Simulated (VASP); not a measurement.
A run of VASP 6.6.1:

POSCAR

```
LiF
1.0
    0.0000000000      2.0415924698      1.9599287711
    2.0415924698      0.0000000000      1.9599287711
    2.0415924698      2.0415924698      0.0000000000
Li F
1 1
Direct
    0.0000000000      0.0000000000      0.0000000000
    0.5000000000      0.5000000000      0.5000000000
```

The input INCAR.step1:

```
SYSTEM = LiF
PREC = Accurate ; ENCUT = 520
ISMEAR = 0 ; SIGMA = 0.05
LREAL = .False. ; LASPH = .True.
NELM = 60 ; NBANDS = 12
GGA = PE ; ALGO = Normal
EDIFF = 1E-4 ; LWAVE = .True.
LCHARG = .False.
```

Contents of INCAR.step2:

```
SYSTEM = LiF
PREC = Accurate ; ENCUT = 520
EDIFF = 1E-6 ; ISMEAR = 0
SIGMA = 0.05 ; LREAL = .False.
LASPH = .True. ; NELM = 60
ALGO = Normal ; ISIF = 2
LWAVE = .False. ; LCHARG = .False.
METAGGA = R2SCAN ; LMIXTAU = .True.
NBANDS = 12 ; ISTART = 1
```

KPOINTS

```
regular mesh
0
Gamma
  12 12 12
  0 0 0
```

Potentials or basis: VASP PAW PBE potentials, release 64 (Li_sv, F).

The run is started by

```bash
$ cat potpaw_PBE.64/Li_sv/POTCAR potpaw_PBE.64/F/POTCAR > POTCAR
$ cp INCAR.step1 INCAR
$ mpirun -np 1 vasp_std > vasp.out
$ cp INCAR.step2 INCAR
$ mpirun -np 1 vasp_std > vasp.out
```

Hardware: 1 thread of Intel(R) Xeon(R) 6975P-C (Granite Rapids), on a shared host.

Task: How long does it take, and how much memory?

Result: It took 34 s on 1 thread of Intel(R) Xeon(R) 6975P-C (Granite Rapids) (shared host), peak memory 0.15 GiB. Counts: k points 163.
